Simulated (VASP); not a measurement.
A run of VASP 6.6.1 is set up as follows.

File INCAR:

```
PREC = Accurate
ENCUT = 600
EDIFF = 1E-6
ISMEAR = 0
SIGMA = 0.01
LREAL = F
LASPH = T
NELM = 120
ALGO = Normal
ISIF = 2
LWAVE = F
LCHARG = T
GGA = PE
LELF = T
LVHAR = T
NBANDS = 11
GGA_COMPAT = F
```

Contents of KPOINTS:

```
Automatic mesh
0
Gamma
  8 8 8
```

File POSCAR:

```
MgO
1.0
    0.0000000000      2.1782000000      2.1782000000
    2.1782000000      0.0000000000      2.1782000000
    2.1782000000      2.1782000000      0.0000000000
Mg O
1 1
Direct
    0.0000000000      0.0000000000      0.0000000000
    0.5000000000      0.5000000000      0.5000000000
```

Potentials or basis: VASP PAW PBE potentials, release 64 (Mg, O).

Command:

```sh
$ cat potpaw_PBE.64/Mg/POTCAR potpaw_PBE.64/O/POTCAR > POTCAR
$ mpirun -np 1 vasp_std > vasp.out
```

**Question.** What does it give for the pressure?

**Answer.** -10.2 GPa.

**Question.** Predict the band gap on the k mesh.

**Answer.** 3.80 eV, direct.

As with any semilocal functional, this PBE gap is likely too small.
